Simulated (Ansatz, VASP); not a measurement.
## Tl: VASP beside Ansatz

```
Tl
1.0
     3.51164    0.00000    0.00000
    -1.75582    3.04117    0.00000
     0.00000    0.00000    6.11120
Tl
2
Direct
  0.33333 0.66667 0.25000
  0.66667 0.33333 0.75000
```

Alike in both runs: task single point; functional PBEsol; k mesh 12 × 12 × 6; occupations gaussian, width 0.1 eV; no spin polarisation.

|  | VASP | Ansatz |
| --- | --- | --- |
| version | VASP 6.6.1 | Ansatz 0.2.0 |
| potentials or method | VASP PAW PBE potentials, release 64 (Tl_d), cutoff 520 eV | scalar-relativistic, plane waves, PAW |
| valence electrons in the cell | 26 | 26 |

```tsv
	VASP	Ansatz	Ansatz less VASP
gap on the k mesh at the Fermi level (eV)	none	none	-
pressure (GPa)	-3.4	-3.3	+0.06
traceless stress, the component that is largest in VASP (GPa)	-0.99	-0.99	+0.002
```

VASP's potentials were made for PBE, not for PBEsol. A gap of «none» marks a metal or a gap that the smearing closes. The functional is the same, so the differences come from potentials, cutoffs and numerics.

Spin-orbit coupling is off throughout.
